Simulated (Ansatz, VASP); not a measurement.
**Ge: VASP beside Ansatz**

```
CELL_PARAMETERS angstrom
0.00000 2.09836 2.09836
2.09836 0.00000 2.09836
2.09836 2.09836 0.00000
ATOMIC_POSITIONS crystal
Ge 0.00000 0.00000 0.00000
```

Alike in both runs: task single point; functional PBE; k mesh 8 × 8 × 8; occupations gaussian, width 0.1 eV; no spin polarisation.

|  | VASP | Ansatz |
| --- | --- | --- |
| version | VASP 6.6.1 | Ansatz 0.2.0 |
| potentials or method | VASP PAW PBE potentials, release 64 (Ge_d), cutoff 500 eV | scalar-relativistic, plane waves, PAW |
| valence electrons in the cell | 14 | 14 |

Ansatz gave:

| Property | Result |
| --- | --- |
| gap on the k mesh at the Fermi level (eV) | none |
| pressure (GPa) | 4.4 |

**Question.** What did VASP give for the same quantities?

**Answer.** gap on the k mesh at the Fermi level (eV): none; pressure (GPa): 4.3.

A gap of «none» marks a metal or a gap that the smearing closes.
